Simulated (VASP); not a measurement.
# CaO (Fm-3m) in VASP: notebook

CaO is run at these levels: BLYP, r2SCAN+D3(BJ); tasks: single point.

Everything below comes from runs of VASP 6.6.1. Logs are shortened: lines on timing, memory, paths and dates and some standing lists are left out, and cuts for length are marked.

### 1 The cell of the first run

Symmetry: Fm-3m, No. 225, cubic system. The conventional cell has a = 4.901 Å, b = 4.901 Å, c = 4.901 Å, α = 90.00°, β = 90.00°, γ = 90.00°. Ca (site symmetry m-3m) has 6 O at 2.45 Å within 3.2 Å. Within 3.2 Å of O (site symmetry m-3m) lie 6 Ca at 2.45 Å.

### 2 Single point, BLYP

The input, INCAR:

```
SYSTEM = CaO
AGGAC    = 1.0          
AGGAX    = 1.0          
ALDAC    = 0.0          
ALDAX    = 1.0          
ALGO     = Normal         ! electronic algorithm
EDIFF    = 1E-6           ! SCF threshold, eV
ENCUT    = 520            ! plane-wave cutoff, eV
GGA      = B5             ! functional
ISIF     = 2              ! what is computed and relaxed
ISMEAR   = -1             ! smearing method
LASPH    = .True.         ! aspherical terms in the spheres
LCHARG   = .False.        ! write CHGCAR
LREAL    = .False.        ! projectors in reciprocal space
LWAVE    = .False.        ! write WAVECAR
NBANDS   = 15             ! bands
NELM     = 60             ! most SCF steps
PREC     = Accurate       ! precision mode
SIGMA    = 0.05           ! smearing width, eV
```

The input, KPOINTS:

```
k-points
0
Gamma
  10 10 10
  0 0 0
```

The input, POSCAR:

```
CaO
1.0
    0.0000000000      2.4506962070      2.4506962070
    2.4506962070      0.0000000000      2.4506962070
    2.4506962070      2.4506962070      0.0000000000
Ca O
1 1
Direct
    0.0000000000      0.0000000000      0.0000000000
    0.5000000000      0.5000000000      0.5000000000
```

Potentials or basis: VASP PAW PBE potentials, release 64 (Ca_sv, O).

Run with:

```
$ cat potpaw_PBE.64/Ca_sv/POTCAR potpaw_PBE.64/O/POTCAR > POTCAR
$ mpirun -np 1 vasp_std > vasp.out
```

OUTCAR:

```text
SYSTEM = CaO
   EDIFF = 1E-6
   ENCUT = 520
   GGA = B5
   ISIF = 2
   ISMEAR = -1
   LASPH = .True.
   LREAL = .False.
   NELM = 60
   PREC = Accurate

 ion  position               nearest neighbor table
   1  0.000  0.000  0.000-   2 2.45   2 2.45   2 2.45   2 2.45   2 2.45   2 2.45
   2  0.500  0.500  0.500-   1 2.45   1 2.45   1 2.45   1 2.45   1 2.45   1 2.45

  LATTYP: Found a face centered cubic cell.
 ALAT       =     4.9013924140

  Lattice vectors:

 A1 = (   0.0000000000,   2.4506962070,   2.4506962070)
 A2 = (   2.4506962070,   0.0000000000,   2.4506962070)
 A3 = (   2.4506962070,   2.4506962070,   0.0000000000)

Analysis of symmetry for initial positions (statically):
=====================================================================
 Subroutine PRICEL returns:
 Original cell was already a primitive cell.

 Routine SETGRP: Setting up the symmetry group for a
 face centered cubic supercell.

 Subroutine GETGRP returns: Found 48 space group operations
 (whereof 48 operations were pure point group operations)
 out of a pool of 48 trial point group operations.

The static configuration has the point symmetry O_h .

Analysis of symmetry for dynamics (positions and initial velocities):
=====================================================================
 Subroutine PRICEL returns:
 Original cell was already a primitive cell.

 Routine SETGRP: Setting up the symmetry group for a
 face centered cubic supercell.

 Subroutine GETGRP returns: Found 48 space group operations
 (whereof 48 operations were pure point group operations)
 out of a pool of 48 trial point group operations.

The dynamic configuration has the point symmetry O_h .

 Subroutine INISYM returns: Found 48 space group operations
 (whereof 48 operations are pure point group operations),
 and found     1 'primitive' translations

----------------------------------------------------------------------------------------

                                     Primitive cell

  volume of cell :      29.4373

  direct lattice vectors                    reciprocal lattice vectors
     0.000000000  2.450696207  2.450696207    -0.204023656  0.204023656  0.204023656
     2.450696207  0.000000000  2.450696207     0.204023656 -0.204023656  0.204023656
     2.450696207  2.450696207  0.000000000     0.204023656  0.204023656 -0.204023656

  length of vectors
     3.465807813  3.465807813  3.465807813     0.353379338  0.353379338  0.353379338

  position of ions in fractional coordinates (direct lattice)
     0.000000000  0.000000000  0.000000000
     0.500000000  0.500000000  0.500000000

  ion indices of the primitive-cell ions
   primitive index   ion index
                 1           1
                 2           2

----------------------------------------------------------------------------------------

 KPOINTS: k-points

Automatic generation of k-mesh.
 Grid dimensions read from file:
 generate k-points for:   10   10   10

 Generating k-lattice:

  Cartesian coordinates                     Fractional coordinates (reciprocal lattice)
    -0.020402366  0.020402366  0.020402366     0.100000000  0.000000000  0.000000000
     0.020402366 -0.020402366  0.020402366     0.000000000  0.100000000  0.000000000
     0.020402366  0.020402366 -0.020402366     0.000000000  0.000000000  0.100000000

  Length of vectors
     0.035337934  0.035337934  0.035337934

  Shift w.r.t. Gamma in fractional coordinates (k-lattice)
     0.000000000  0.000000000  0.000000000

 Subroutine IBZKPT returns following result:
 ===========================================

 Found     47 irreducible k-points:

 Following reciprocal coordinates:
            Coordinates               Weight
  0.000000  0.000000  0.000000      1.000000
  0.100000  0.000000  0.000000      8.000000
  0.200000  0.000000  0.000000      8.000000
  0.300000  0.000000  0.000000      8.000000
  0.400000  0.000000  0.000000      8.000000
  0.500000  0.000000  0.000000      4.000000
[... 16 lines left out ...]
  0.300000  0.300000  0.000000      6.000000
  0.400000  0.300000  0.000000     24.000000
 [... further k-points ...]
   k-points           NKPTS =     47   k-points in BZ     NKDIM =     47   number of bands    NBANDS=     15
   number of dos      NEDOS =    301   number of ions     NIONS =      2
   total plane-waves  NPLWV =  21952
   dimension x,y,z NGX =    28 NGY =   28 NGZ =   28
   dimension x,y,z NGXF=    56 NGYF=   56 NGZF=   56
   ions per type =               1   1
   NGX,Y,Z   is equivalent  to a cutoff of  13.43, 13.43, 13.43 a.u.
   NGXF,Y,Z  is equivalent  to a cutoff of  26.86, 26.86, 26.86 a.u.
 SYSTEM =  CaO
   PREC   = accura    normal or accurate (medium, high low for compatibility)
   ISTART =      0    job   : 0-new  1-cont  2-samecut
   ICHARG =      2    charge: 1-file 2-atom 10-const
   ISPIN  =      1    spin polarized calculation?
   LNONCOLLINEAR =      F non collinear calculations
   LSORBIT =      F    spin-orbit coupling
[... 56 lines left out ...]
 Fermi energy:         3.3086066957

 k-point     1 :       0.0000    0.0000    0.0000
  band No.  band energies     occupation
      1     -35.5246      2.00000
      2     -16.4263      2.00000
      3     -16.4263      2.00000
      4     -16.4263      2.00000
      5     -12.9733      2.00000
      6       2.3405      2.00000
      7       2.3405      2.00000
      8       2.3405      2.00000
      9       6.8622      0.00000
     10       8.3563      0.00000
     11       8.3563      0.00000
     12       8.3563      0.00000
     13       9.7253      0.00000
     14       9.7253      0.00000
     15      17.5817      0.00000

 k-point     2 :       0.1000    0.0000    0.0000
  band No.  band energies     occupation
      1     -35.5171      2.00000
      2     -16.5254      2.00000
      3     -16.4308      2.00000
      4     -16.4308      2.00000
      5     -12.8657      2.00000
      6       2.0072      2.00000
      7       2.2154      2.00000
      8       2.2154      2.00000
      9       7.2979      0.00000
     10       8.3412      0.00000
     11       8.5115      0.00000
     12       8.5115      0.00000
     13       9.9410      0.00000
     14       9.9410      0.00000
     15      17.8924      0.00000

 k-point     3 :       0.2000    0.0000    0.0000
  band No.  band energies     occupation
      1     -35.4975      2.00000
      2     -16.7615      2.00000
      3     -16.4422      2.00000
      4     -16.4422      2.00000
      5     -12.6069      2.00000
      6       1.2942      2.00000
      7       1.9137      2.00000
      8       1.9137      2.00000
      9       8.2500      0.00000
     10       8.4436      0.00000
     11       8.9388      0.00000
     12       8.9388      0.00000
     13      10.5015      0.00000
     14      10.5015      0.00000
     15      18.1790      0.00000

 k-point     4 :       0.3000    0.0000    0.0000
  band No.  band energies     occupation
      1     -35.4732      2.00000
      2     -17.0196      2.00000
      3     -16.4563      2.00000
      4     -16.4563      2.00000
      5     -12.3188      2.00000
      6       0.5816      2.00000
      7       1.5813      2.00000
      8       1.5813      2.00000
      9       8.5825      0.00000
     10       9.4790      0.00000
     11       9.5204      0.00000
     12       9.5204      0.00000
     13      11.2141      0.00000
     14      11.2141      0.00000
     15      17.3586      0.00000
[... 307 lines left out ...]
 k-point    22 :      -0.2000    0.2000    0.0000
  band No.  band energies     occupation
      1     -35.4651      2.00000
      2     -16.9734      2.00000
      3     -16.5678      2.00000
      4     -16.4487      2.00000
      5     -12.3350      2.00000
      6       0.5855      2.00000
      7       1.4450      2.00000
      8       1.7628      2.00000
      9       8.3566      0.00000
     10       9.2128      0.00000
     11       9.3596      0.00000
     12      10.0640      0.00000
     13      11.5094      0.00000
     14      11.6648      0.00000
     15      17.8441      0.00000

 k-point    23 :       0.3000    0.3000    0.0000
  band No.  band energies     occupation
      1     -35.4572      2.00000
      2     -16.8668      2.00000
      3     -16.5468      2.00000
      4     -16.5468      2.00000
      5     -12.5558      2.00000
      6       0.7181      2.00000
      7       2.0092      2.00000
      8       2.0092      2.00000
      9       6.7100      0.00000
     10       9.0869      0.00000
     11      10.3783      0.00000
     12      10.4619      0.00000
     13      10.4619      0.00000
     14      12.2469      0.00000
     15      18.7522      0.00000

 k-point    24 :       0.4000    0.3000    0.0000
  band No.  band energies     occupation
      1     -35.4419      2.00000
      2     -16.9206      2.00000
      3     -16.5862      2.00000
      4     -16.5654      2.00000
      5     -12.5477      2.00000
      6       0.7605      2.00000
      7       1.8137      2.00000
      8       1.9048      2.00000
      9       6.6785      0.00000
     10       9.6134      0.00000
     11      10.6613      0.00000
     12      10.7200      0.00000
     13      10.8461      0.00000
     14      12.6673      0.00000
     15      17.2026      0.00000

 [... further k-points ...]
[... 5 lines left out ...]
  --------------------------------------------------------------------------------------
  -------------------------------------------------------------------------------------
  Total       -0.2524458     -0.2524458     -0.2524458      0.0000000      0.0000000     -0.0000000
  in kB      -13.7397983    -13.7397983    -13.7397983      0.0000000      0.0000000     -0.0000000
  external PRESSURE =     -13.7397983 kB  Pullay stress =       0.0000000 kB

 VOLUME and BASIS-vectors are now :
 -----------------------------------------------------------------------------
  energy-cutoff  :      520.00
  volume of cell :       29.44
      direct lattice vectors                 reciprocal lattice vectors
     0.000000000  2.450696207  2.450696207    -0.204023656  0.204023656  0.204023656
     2.450696207  0.000000000  2.450696207     0.204023656 -0.204023656  0.204023656
     2.450696207  2.450696207  0.000000000     0.204023656  0.204023656 -0.204023656

 POSITION                                       TOTAL-FORCE (eV/Angst)
 -----------------------------------------------------------------------------------
      0.00000      0.00000      0.00000         0.000000      0.000000      0.000000
      2.45070      2.45070      2.45070        -0.000000      0.000000     -0.000000
 -----------------------------------------------------------------------------------
    total drift:                                0.000000      0.000000      0.000000

  FREE ENERGIE OF THE ION-ELECTRON SYSTEM (eV)
  ---------------------------------------------------
  free  energy   TOTEN  =       -12.3027358945 eV

  energy  without entropy=      -12.3027358945  energy(sigma->0) =      -12.30273589
```

Wall time 64 s (1 thread of Intel Xeon 8259CL, shared host); peak memory 0.17 GiB.

What came out:

- Free energy: -12.3027 eV
- Pressure: -1.4 GPa
- Band gap on the k mesh: 3.73 eV (least direct gap 4.11 eV)

Caveat: the PAW data sets were made with another functional, which shifts forces and pressure a little.

### 3 Single point, r2SCAN+D3(BJ)

This run uses another cell than the first one, of 13.05 Å³/atom.

The input, POSCAR:

```
CaO
1.0
    0.0000000000      2.3544897713      2.3544897713
    2.3544897713      0.0000000000      2.3544897713
    2.3544897713      2.3544897713      0.0000000000
Ca O
1 1
Direct
    0.0000000000      0.0000000000      0.0000000000
    0.5000000000      0.5000000000      0.5000000000
```

The input, INCAR.step1:

```
SYSTEM = CaO
ALGO = Normal ; EDIFF = 1E-4
ENCUT = 520 ; GGA = PE
ISMEAR = -1 ; LASPH = .True.
LCHARG = .False. ; LREAL = .False.
LWAVE = .True. ; NBANDS = 15
NELM = 100 ; PREC = Accurate
SIGMA = 0.05
```

The input, INCAR.step2:

```
SYSTEM = CaO
ALGO = Normal ; EDIFF = 1E-7
ENCUT = 520 ; ISIF = 2
ISMEAR = -1 ; ISTART = 1
IVDW = 12 ; LASPH = .True.
LCHARG = .True. ; LELF = .True.
LMIXTAU = .True. ; LREAL = .False.
LVHAR = .True. ; LWAVE = .False.
METAGGA = R2SCAN ; NBANDS = 15
NELM = 100 ; PREC = Accurate
SIGMA = 0.05 ; VDW_A1 = 0.49484001
VDW_A2 = 5.73083694 ; VDW_S6 = 1.0
VDW_S8 = 0.78981345
```

KPOINTS is that of step 2.

Potentials or basis: VASP PAW PBE potentials, release 64 (Ca_sv, O).

Run with:

```
$ cat potpaw_PBE.64/Ca_sv/POTCAR potpaw_PBE.64/O/POTCAR > POTCAR
$ cp INCAR.step1 INCAR
$ mpirun -np 1 vasp_std > vasp.out
$ cp INCAR.step2 INCAR
$ mpirun -np 1 vasp_std > vasp.out
```

It took 3.4 min on 1 thread of Intel Xeon 8259CL, shared host; peak memory 0.18 GiB.

It converged, with:

```
Free energy                : -19.6857 eV
Pressure                   : 6.7 GPa
Band gap on the k mesh     : 4.16 eV (least direct gap 4.52 eV)
Dispersion energy per atom : -0.138 eV
```

Levels at points of the mesh, in eV from the valence-band top:
```tsv
k point	band 5	band 6	band 7	band 8	band 9	band 10	band 11	band 12
(0.00, 0.00, 0.00)	-16.59	0.00	0.00	0.00	5.97	7.00	7.00	7.00
(0.50, 0.00, 0.00)	-15.01	-2.75	-1.33	-1.33	8.00	9.39	9.39	9.72
(0.50, 0.50, 0.00)	-16.38	-1.25	-0.36	-0.36	4.16	9.24	9.99	10.66
```

Caveat: the cell stands under pressure; the PAW data sets were made with another functional, which shifts forces and pressure a little.

### 4 Single point, r2SCAN+D3(BJ)

This run uses another cell than the first one, of 13.33 Å³/atom.

The input, POSCAR:

```
CaO
1.0
    0.0000000000      2.3710712315      2.3710712315
    2.3710712315      0.0000000000      2.3710712315
    2.3710712315      2.3710712315      0.0000000000
Ca O
1 1
Direct
    0.0000000000      0.0000000000      0.0000000000
    0.5000000000      0.5000000000      0.5000000000
```

The input, INCAR.step1:

```
SYSTEM = CaO
PREC = Accurate
ENCUT = 520
ISMEAR = -1
SIGMA = 0.05
LREAL = .FALSE.
LASPH = .TRUE.
NELM = 80
NBANDS = 15
GGA = PE
ALGO = Normal
EDIFF = 1E-4
LWAVE = .TRUE.
LCHARG = .FALSE.
```

The input, INCAR.step2:

```
SYSTEM = CaO
PREC = Accurate
ENCUT = 520
EDIFF = 1E-6
ISMEAR = -1
SIGMA = 0.05
LREAL = .FALSE.
LASPH = .TRUE.
NELM = 80
ALGO = Normal
ISIF = 2
LWAVE = .FALSE.
LCHARG = .FALSE.
METAGGA = R2SCAN
LMIXTAU = .TRUE.
IVDW = 12
VDW_S6 = 1.0
VDW_S8 = 0.78981345
VDW_A1 = 0.49484001
VDW_A2 = 5.73083694
NBANDS = 15
ISTART = 1
```

The input, KPOINTS:

```
Automatic mesh
0
G
  10 10 10
  0 0 0
```

Run with:

```
$ cat potpaw_PBE.64/Ca_sv/POTCAR potpaw_PBE.64/O/POTCAR > POTCAR
$ cp INCAR.step1 INCAR
$ mpirun -np 1 vasp_std > vasp.out
$ cp INCAR.step2 INCAR
$ mpirun -np 1 vasp_std > vasp.out
```

It took 2.2 min on 1 thread of Intel Xeon 8259CL, shared host; peak memory 0.19 GiB.

Results (log left out):

```
Free energy                : -19.7045 eV
Pressure                   : 3.7 GPa
Band gap on the k mesh     : 4.17 eV (least direct gap 4.54 eV)
Dispersion energy per atom : -0.135 eV
```

Levels at points of the mesh, in eV from the valence-band top:
```
           k point  band 4  band 5  band 6  band 7  band 8  band 9  band 10  band 11  band 12  band 13
(0.00, 0.00, 0.00)  -18.75  -16.55    0.00    0.00    0.00    5.78     6.95     6.95     6.95     8.62
(0.50, 0.00, 0.00)  -18.80  -15.08   -2.70   -1.28   -1.28    7.89     9.27     9.27     9.54    11.54
(0.50, 0.50, 0.00)  -19.01  -16.34   -1.27   -0.36   -0.36    4.17     9.07     9.86    10.51    10.51
```

Caveat: the cell stands under pressure; the PAW data sets were made with another functional, which shifts forces and pressure a little. A k mesh can miss the band edges.

### 5 Single point, r2SCAN+D3(BJ)

This run uses another cell than the first one, of 13.61 Å³/atom.

The input, POSCAR:

```
CaO
1.0
    0.0000000000      2.3874239637      2.3874239637
    2.3874239637      0.0000000000      2.3874239637
    2.3874239637      2.3874239637      0.0000000000
Ca O
1 1
Direct
    0.0000000000      0.0000000000      0.0000000000
    0.5000000000      0.5000000000      0.5000000000
```

The input, INCAR.step1:

```
SYSTEM = CaO
PREC     = Accurate       ! precision mode
ENCUT    = 520            ! plane-wave cutoff, eV
ISMEAR   = -1             ! smearing method
SIGMA    = 0.05           ! smearing width, eV
LREAL    = .False.        ! projectors in reciprocal space
LASPH    = .True.         ! aspherical terms in the spheres
NELM     = 100            ! most SCF steps
NBANDS   = 15             ! bands
GGA      = PE             ! functional
ALGO     = Normal         ! electronic algorithm
EDIFF    = 1E-4           ! SCF threshold, eV
LWAVE    = .True.         ! write WAVECAR
LCHARG   = .False.        ! write CHGCAR
```

The input, INCAR.step2:

```
SYSTEM = CaO
PREC     = Accurate       ! precision mode
ENCUT    = 520            ! plane-wave cutoff, eV
EDIFF    = 1E-7           ! SCF threshold, eV
ISMEAR   = -1             ! smearing method
SIGMA    = 0.05           ! smearing width, eV
LREAL    = .False.        ! projectors in reciprocal space
LASPH    = .True.         ! aspherical terms in the spheres
NELM     = 100            ! most SCF steps
ALGO     = Normal         ! electronic algorithm
ISIF     = 2              ! what is computed and relaxed
LWAVE    = .False.        ! write WAVECAR
LCHARG   = .False.        ! write CHGCAR
METAGGA  = R2SCAN         ! meta-GGA
LMIXTAU  = .True.       
IVDW     = 12             ! dispersion correction
VDW_S6   = 1.0          
VDW_S8   = 0.78981345   
VDW_A1   = 0.49484001   
VDW_A2   = 5.73083694   
NBANDS   = 15             ! bands
ISTART   = 1
```

The input, KPOINTS:

```
Automatic mesh
0
Gamma
  10 10 10
  0 0 0
```

Run with:

```
$ cat potpaw_PBE.64/Ca_sv/POTCAR potpaw_PBE.64/O/POTCAR > POTCAR
$ cp INCAR.step1 INCAR
$ mpirun -np 1 vasp_std > vasp.out
$ cp INCAR.step2 INCAR
$ mpirun -np 1 vasp_std > vasp.out
```

Wall time 2.1 min (1 thread of Intel Xeon 8259CL, shared host); peak memory 0.19 GiB.

It converged, with:

| Item | Value |
| --- | --- |
| Free energy | -19.7134 eV |
| Pressure | 1.0 GPa |
| Band gap on the k mesh | 4.18 eV (least direct gap 4.55 eV) |
| Dispersion energy per atom | -0.132 eV |

Levels at points of the mesh, in eV from the valence-band top:
```tsv
k point	band 5	band 6	band 7	band 8	band 9	band 10	band 11	band 12
(0.00, 0.00, 0.00)	-16.51	0.00	0.00	0.00	5.60	6.90	6.90	6.90
(0.50, 0.00, 0.00)	-15.14	-2.65	-1.24	-1.24	7.79	9.16	9.16	9.37
(0.50, 0.50, 0.00)	-16.29	-1.28	-0.37	-0.37	4.18	8.91	9.74	10.37
```

Caveat: the PAW data sets were made with another functional, which shifts forces and pressure a little. A k mesh can miss the band edges.

### 6 The runs side by side

```csv
level,cell,gap on the mesh (eV),pressure (GPa)
BLYP,"a = 3.466 Å, angles 60.0°, 2 atoms",3.73,-1.4
r2SCAN+D3(BJ),"a = 3.330 Å, angles 60.0°, 2 atoms",4.16,6.7
r2SCAN+D3(BJ),"a = 3.353 Å, angles 60.0°, 2 atoms",4.17,3.7
r2SCAN+D3(BJ),"a = 3.376 Å, angles 60.0°, 2 atoms",4.18,1.0
```

Alike in all rows: task single point; potentials or basis VASP PAW PBE potentials, release 64 (Ca_sv, O); no spin polarisation; k mesh 10 × 10 × 10; cutoff (eV) 520; smearing fermi-dirac 0.05 eV.

Caveats: the PAW data sets were made with another functional, which shifts forces and pressure a little; the cell stands under pressure (at least some runs).

Absolute energies hang on the potentials; compare differences alone.
